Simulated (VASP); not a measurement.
Runs of VASP 6.6.1 on KF. The structure is that of space group Pm-3m (No. 221), or close to it. The cells are those of the table. 

```csv
level,cell,smearing,gap on the mesh (eV),pressure (GPa)
PBE,"a = 3.187 Å, angles 89.7°, 2 atoms",fermi-dirac 0.02 eV,(c),2.6
r2SCAN,"a = 3.187 Å, angles 89.7°, 2 atoms",gaussian 0.01 eV,(b),-0.3
PBE,"a = 2.992, b = 3.179, c = 3.179 Å, 2 atoms",fermi-dirac 0.02 eV,7.09,6.4
r2SCAN,"a = 2.992, b = 3.179, c = 3.179 Å, 2 atoms",gaussian 0.01 eV,8.06,(a)
```

Alike in all rows: task single point; potentials or basis VASP PAW PBE potentials, release 64 (K_sv, F); no spin polarisation; k mesh 8 × 8 × 8; cutoff (eV) 520.

Fill in the values left out.

(a) 3.1; (b) 7.67; (c) 6.74.

Caveats: the PAW data sets were made with another functional, which shifts forces and pressure a little (some runs).

A k mesh can miss the band edges.
